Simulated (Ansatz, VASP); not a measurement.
## One calculation of AlN, two programs

The input POSCAR:

```
AlN
1.0
    3.2452523040      0.0000000000      0.0000000000
   -1.6226261520      2.8104709369      0.0000000000
    0.0000000000      0.0000000000      5.2006367363
Al N
2 2
Direct
    0.3333333333      0.6666666667     -0.0028056834
    0.6666666667      0.3333333333      0.4971943166
    0.3333333333      0.6666666667      0.3778056834
    0.6666666667      0.3333333333      0.8778056834
```

INCAR.step1

```
PREC = Accurate
ENCUT = 520
EDIFF = 1E-5
ISMEAR = 0
SIGMA = 0.01
LREAL = F
LASPH = T
NELM = 120
ALGO = Normal
ISIF = 2
LWAVE = T
LCHARG = F
NBANDS = 16
GGA = PE
GGA_COMPAT = F
```

Contents of INCAR.step2:

```
PREC = Accurate
ENCUT = 520
EDIFF = 1E-6
ISMEAR = 0
SIGMA = 0.01
LREAL = F
LASPH = T
NELM = 120
ALGO = Normal
ISIF = 2
LWAVE = F
LCHARG = F
GGA = PE
LHFCALC = T
HFSCREEN = 0.2079
PRECFOCK = Normal
NBANDS = 16
ISTART = 1
GGA_COMPAT = F
```

KPOINTS

```
Automatic mesh
0
Gamma
  6 6 4
```

Input for Ansatz:

```yaml
crystal:
  lattice:
    - [3.245252304, 0.0, 0.0]
    - [-1.622626152, 2.8104709369, 0.0]
    - [0.0, 0.0, 5.2006367363]
  atoms:
    - { symbol: Al, position: [0.3333333333, 0.6666666667, -0.0028056834] }
    - { symbol: Al, position: [0.6666666667, 0.3333333333, 0.4971943166] }
    - { symbol: "N", position: [0.3333333333, 0.6666666667, 0.3778056834] }
    - { symbol: "N", position: [0.6666666667, 0.3333333333, 0.8778056834] }
kpoints:
  mp_grid: { grid: [6, 6, 4] }
  band_path:
    path:
      - [0.0, 0.0, 0.0]
      - [0.5, 0.0, 0.0]
      - [0.3333333333, 0.3333333333, 0.0]
      - [0.0, 0.0, 0.5]
      - [0.5, 0.0, 0.5]
      - [0.3333333333, 0.3333333333, 0.5]
    npoints: 1
hamiltonian:
  xc: hse06
scf:
  occupations: { method: fixed }
  n_extra_bands: 5
output:
  forces: true
  stress: true
  eigenvalues: true
```

Change from the starting cell: hydrostatic strain +4.5%.

Alike in both runs: task single point; functional HSE06; k mesh 6 × 6 × 4; no spin polarisation.

```csv
,VASP,Ansatz
version,VASP 6.6.1,Ansatz 0.2.0
potentials or method,"VASP PAW PBE potentials, release 64 (Al, N)","plane waves, PAW"
plane-wave cutoff (eV),520,420
occupations,"gaussian, width 0.01 eV",fixed
valence electrons in the cell,16,16
```

```tsv
	VASP	Ansatz	Ansatz less VASP
gap on the k mesh at the Fermi level (eV)	4.38	4.40	+0.014
pressure (GPa)	-22.2	-22.0	+0.19
traceless stress, the component that is largest in VASP (GPa)	1.00	0.93	-0.063
rms of the force components (eV/Å)	0.004	0.005	+0.0014
```

Atom by atom the forces differ by 0.001 eV/Å (rms over components). Ansatz's warnings: stress exchange threshold loose, stress scf threshold loose.
